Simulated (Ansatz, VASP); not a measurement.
**One calculation of Mg, two programs**

```
Mg
1.0
     3.20927    0.03209    0.03209
    -1.57684    2.76326    0.01175
     0.05210    0.05210    5.21033
Mg
2
Direct
  0.33333 0.66667 0.25000
  0.66667 0.33333 0.75000
```

Change from the starting cell: equal xy, yz and zx shear strains of +2 %, crystal datasets.

Alike in both runs: task electric field gradients; functional LDA; k mesh 12 × 12 × 7; occupations fermi-dirac, width 0.05 eV; no spin polarisation.

|  | VASP | Ansatz |
| --- | --- | --- |
| version | VASP 6.6.1 | Ansatz 0.2.0 |
| potentials or method | VASP PAW LDA potentials, release 64 (Mg), cutoff 520 eV | all-electron PAW with datasets made for the crystal, scalar-relativistic |

|  | VASP | Ansatz | Ansatz less VASP |
| --- | --- | --- | --- |
| pressure (GPa) | -2.8 | -2.4 | +0.34 |
| traceless stress, the component that is largest in VASP (GPa) | -0.43 | -0.42 | +0.001 |
| rms of the force components (eV/Å) | 0.005 | 0.005 | +0.0001 |
| size of Vzz on the site where it differs most (V/Å²) | 1.4 | 1.4 | +0.01 |

LDA's correlation is that of Perdew and Zunger in VASP and of Perdew and Wang (1992) in Ansatz. Atom by atom the forces differ by 0.000 eV/Å (rms over components). Ansatz ran all-electron here, and VASP with PAW potentials.
